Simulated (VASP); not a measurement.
# Ru16C (a cell with a defect) in VASP: single point with PBE

Aim: the single point of Ru16C (a cell with a defect) with PBE.

All numbers are computed with VASP 6.6.1; they aren't measurements. Logs are shortened: lines on timing, memory, paths and dates and some standing lists are left out, and cuts for length are marked.

## 1. The cell of the first run

The cell holds a defect, 17 atoms: a = 5.445 Å, b = 5.445 Å, c = 8.574 Å, α = 90.00°, β = 90.00°, γ = 120.00°.

## 2. Single point, PBE

The input, INCAR:

```
  PREC = Accurate
  ENCUT = 520
  EDIFF = 1E-6
  ISMEAR = 1
  SIGMA = 0.1
  LREAL = Auto
  LASPH = True
  NELM = 80
  ALGO = Normal
  ISIF = 2
  LWAVE = False
  LCHARG = False
  GGA = PE
  NBANDS = 128
```

The input, KPOINTS:

```
Automatic mesh
0
Gamma
  4 4 2
```

The input, POSCAR:

```
Ru16C
1.0
    5.4453429800      0.0000000600      0.0000000000
   -2.7226715400      4.7158053200      0.0000000000
    0.0000000000      0.0000000000      8.5740128100
Ru C
16 1
Direct
    0.1595315934      0.3306675922      0.1244334507
    0.3102267150      0.1251953678      0.3761821998
    0.1595328790      0.3306675922      0.6279312988
    0.3318389729      0.1685150099      0.8761820359
    0.1640924776      0.8329762837      0.1164584218
    0.3100558407      0.6868538376      0.3761824331
    0.1640937915      0.8329767078      0.6359051614
    0.3318476909      0.6651773700      0.8761820359
    0.6663569905      0.3306775522      0.1244283189
    0.8307359612      0.1662621540      0.3761820832
    0.6663569129      0.3306777643      0.6279364306
    0.8307461621      0.1662663950      0.8761816860
    0.6663241237      0.8374478360      0.1244741551
    0.8718466267      0.6867552259      0.3761828996
    0.6663240668      0.8374469877      0.6278904778
    0.8285373015      0.6651932676      0.8761819193
    0.4974184329      0.4998013722      0.3761835994
```

Potentials or basis: VASP PAW PBE potentials, release 64 (Ru_pv, C).

Started as:

```sh
cat potpaw_PBE.64/Ru_pv/POTCAR potpaw_PBE.64/C/POTCAR > POTCAR
mpirun -np 1 vasp_std > vasp.out
```

OUTCAR:

```text
PREC = Accurate
   ENCUT = 520
   EDIFF = 1E-6
   ISMEAR = 1
   LREAL = Auto
   LASPH = True
   NELM = 80
   ISIF = 2
   GGA = PE

 ion  position               nearest neighbor table
   1  0.160  0.331  0.124-  12 2.63   4 2.65   8 2.65  10 2.66  17 2.68   9 2.69  13 2.69   5 2.72
                             5 2.72   2 2.74   6 2.74  13 2.76   9 2.76
   2  0.310  0.125  0.376-  17 1.77   6 2.39  14 2.39   7 2.62   5 2.62  10 2.73  10 2.73   9 2.74
                            11 2.74   3 2.74   1 2.74  14 3.06   6 3.06
   3  0.160  0.331  0.628-  12 2.63   4 2.65   8 2.65  10 2.66  17 2.68  11 2.69  15 2.69   7 2.72
                             7 2.72   2 2.74   6 2.74  15 2.76  11 2.76
   4  0.332  0.169  0.876-   5 2.60   7 2.60   3 2.65   1 2.65  11 2.65   9 2.65   8 2.70  16 2.70
                            12 2.72  12 2.72  16 2.74   8 2.74
   5  0.164  0.833  0.116-   4 2.60   8 2.60  16 2.60   6 2.62   2 2.62  14 2.62   1 2.72   9 2.72
                            13 2.72  13 2.72   9 2.72   1 2.72
   6  0.310  0.687  0.376-  17 1.77  14 2.39   2 2.39   7 2.62   5 2.62  10 2.73  10 2.73  15 2.74
                            13 2.74   3 2.74   1 2.74   2 3.06  14 3.06
   7  0.164  0.833  0.636-   4 2.60   8 2.60  16 2.60   6 2.62   2 2.62  14 2.62   3 2.72  11 2.72
                            15 2.72  15 2.72  11 2.72   3 2.72
   8  0.332  0.665  0.876-   5 2.60   7 2.60   3 2.65   1 2.65  15 2.65  13 2.65   4 2.70  16 2.70
                            12 2.72  12 2.72  16 2.74   4 2.74
   9  0.666  0.331  0.124-  12 2.63  16 2.65   4 2.65  10 2.66  17 2.68   1 2.69  13 2.69   5 2.72
                             5 2.72  14 2.74   2 2.74  13 2.76   1 2.76
  10  0.831  0.166  0.376-  13 2.66  15 2.66   1 2.66   3 2.66   9 2.66  11 2.66  14 2.73   6 2.73
                             2 2.73   2 2.73   6 2.73  14 2.73
  11  0.666  0.331  0.628-  12 2.63  16 2.65   4 2.65  10 2.66  17 2.68   3 2.69  15 2.69   7 2.72
                             7 2.72  14 2.74   2 2.74  15 2.76   3 2.76
  12  0.831  0.166  0.876-   3 2.63  11 2.63   1 2.63   9 2.63  15 2.63  13 2.63   4 2.72  16 2.72
                             8 2.72   8 2.72  16 2.72   4 2.72
  13  0.666  0.837  0.124-  12 2.63  16 2.65   8 2.65  10 2.66  17 2.68   9 2.69   1 2.69   5 2.72
                             5 2.72  14 2.74   6 2.74   1 2.76   9 2.76
  14  0.872  0.687  0.376-  17 1.77   6 2.39   2 2.39   7 2.62   5 2.62  10 2.73  10 2.73  11 2.74
                             9 2.74  15 2.74  13 2.74   2 3.06   6 3.06
  15  0.666  0.837  0.628-  12 2.63  16 2.65   8 2.65  10 2.66  17 2.68  11 2.69   3 2.69   7 2.72
                             7 2.72  14 2.74   6 2.74   3 2.76  11 2.76
  16  0.829  0.665  0.876-   5 2.60   7 2.60  11 2.65   9 2.65  15 2.65  13 2.65   8 2.70   4 2.70
                            12 2.72  12 2.72   4 2.74   8 2.74
  17  0.497  0.500  0.376-   6 1.77  14 1.77   2 1.77  15 2.68  13 2.68   3 2.68   1 2.68  11 2.68
                             9 2.68

  LATTYP: Found a hexagonal cell.
 ALAT       =     5.4453429800
 C/A-ratio  =     1.5745588187

  Lattice vectors:

 A1 = (   5.4453429800,   0.0000000600,   0.0000000000)
 A2 = (  -2.7226715400,   4.7158053200,   0.0000000000)
[... 172 lines left out ...]
   IALGO  =     38    algorithm
   IMIX   =      4    mixing-type and parameters
     AMIX     =   0.40;   BMIX     =  1.00
     AMIX_MAG =   1.60;   BMIX_MAG =  1.00
  volume/ion in A,a.u.               =      12.95        87.40
  Fermi-wavevector in a.u.,A,eV,Ry     =   1.656271  3.129898 37.323954  2.743233
  Thomas-Fermi vector in A             =   2.744224
   LORBIT       =      0    0 simple, 1 ext, 2 COOP (PROOUT), +10 PAW based schemes
   GGA     = PE    functional components
   LHFCALC =     F    Hartree Fock is set to
   AEXX    =    0.0000 exact exchange contribution
   IVDW    =     0    specifies the selected vdW correction
   LEPSILON=     F    determine dielectric tensor
   LRPA    =     F    only Hartree local field effects (RPA)
 non-spin polarized calculation
 Methfessel and Paxton  Order N= 1 SIGMA  =   0.10
  energy-cutoff  :      520.00
  volume of cell :      220.17
 maximum number of plane-waves:      5996
   NGX = 21   NGY = 21   NGZ = 31

 number of electron     228.0000016 magnetization

 Free energy of the ion-electron system (eV)
  ---------------------------------------------------
  ext. energy  EPLUGINS =         0.00000000
  ---------------------------------------------------
  free energy    TOTEN  =      -152.57580423 eV

  energy without entropy =     -152.57323627  energy(sigma->0) =     -152.57494824

 E-fermi :  13.0787     XC(G=0): -14.1625

 val. band max:       13.0587020173   @ k =  -0.0000   0.2500   0.0000
 cond. band min:      13.1055777635   @ k =   0.5000   0.5000   0.5000
 fundamental gap:      0.0468757462
 Fermi energy:        13.0787035835

 k-point     1 :       0.0000    0.0000    0.0000
  band No.  band energies     occupation
      1     -31.4407      2.00000
      2     -30.6986      2.00000
      3     -30.6972      2.00000
      4     -30.6896      2.00000
      5     -30.5270      2.00000
      6     -30.5225      2.00000
[... 2569 lines left out ...]
    125      13.9501     -0.00000
    126      13.9884     -0.00000
 [bands above 126 left out]

------------------------ aborting loop because EDIFF is reached ----------------------------------------

  FORCE on cell =-STRESS in cart. coord.  units (eV):
  Direction    XX          YY          ZZ          XY          YZ          ZX
  --------------------------------------------------------------------------------------
  -------------------------------------------------------------------------------------
  Total       29.5529656     29.4433016     10.3088040     -0.0238431      0.0000000      0.0000000
  in kB      215.0534495    214.2554373     75.0159522     -0.1735038      0.0000000      0.0000000
  external PRESSURE =     168.1082796 kB  Pullay stress =       0.0000000 kB

 VOLUME and BASIS-vectors are now :
 -----------------------------------------------------------------------------
  energy-cutoff  :      520.00
  volume of cell :      220.17
      direct lattice vectors                 reciprocal lattice vectors
     5.445342980  0.000000060  0.000000000     0.183643160  0.106026431  0.000000000
    -2.722671540  4.715805320  0.000000000    -0.000000002  0.212052858  0.000000000
     0.000000000  0.000000000  8.574012810     0.000000000  0.000000000  0.116631503

 POSITION                                       TOTAL-FORCE (eV/Angst)
 -----------------------------------------------------------------------------------
     -0.03160      1.55936      1.06689         0.001597      0.002751      0.000355
      1.34842      0.59040      3.22539        -0.005494     -0.076200      0.000000
     -0.03159      1.55936      5.38389         0.001597      0.002751     -0.000355
      1.34817      0.79468      7.51240         0.003124     -0.002421      0.000000
     -1.37438      3.92815      0.99852        -0.002444     -0.001031     -0.002980
     -0.18172      3.23907      3.22539        -0.065261      0.042308      0.000000
[... 9 lines left out ...]
      2.70057      3.13692      7.51239         0.000557     -0.000592      0.000000
      1.34782      2.35697      3.22540        -0.001689     -0.017926      0.000000
 -----------------------------------------------------------------------------------
    total drift:                                0.000594     -0.004180      0.168512

  FREE ENERGIE OF THE ION-ELECTRON SYSTEM (eV)
  ---------------------------------------------------
  free  energy   TOTEN  =      -152.5758042262 eV

  energy  without entropy=     -152.5732362701  energy(sigma->0) =     -152.57494824
```

stdout:

```text
POSCAR found type information on POSCAR RuC
 POSCAR found :  2 types and      17 ions
 scaLAPACK will be used
 LDA part: xc-table for (Slater+PW92), standard interpolation
 POSCAR, INCAR and KPOINTS ok, starting setup
 FFT: planning ... GRIDC
 FFT: planning ... GRID_SOFT
 FFT: planning ... GRID
 WAVECAR not read
 entering main loop
```

Run time: 11 min. Hardware: 1 thread of Intel Xeon 6975P-C (Granite Rapids), shared host; peak memory 0.52 GiB.

Results:

```yaml
Free_energy: -152.5758 eV
Pressure: 16.8 GPa
Largest_force: 0.095 eV/Å
Band_gap_on_the_k_mesh: zero (bands 114 and 115 overlap by 0.93 eV)
```

Forces in eV/Å, atoms in the order of the input:
```
Ru   0.002  0.003  0.000
Ru  -0.005 -0.076  0.000
Ru   0.002  0.003  0.000
Ru   0.003 -0.002  0.000
Ru  -0.002 -0.001 -0.003
Ru  -0.065  0.042  0.000
Ru  -0.002 -0.001  0.003
Ru   0.000  0.002  0.000
Ru  -0.002 -0.001 -0.001
Ru   0.000  0.000  0.000
Ru  -0.002 -0.001  0.001
Ru  -0.002 -0.001  0.000
Ru  -0.001 -0.002 -0.003
Ru   0.077  0.055  0.000
Ru  -0.001 -0.002  0.003
Ru   0.001 -0.001  0.000
C   -0.002 -0.018  0.000
```

Caveat: the k points lie up to 0.37 Å⁻¹ apart, too coarse for converged energies and pressures of a metal.

The gap in the log of VASP goes by the Fermi energy; the results here count the filled bands.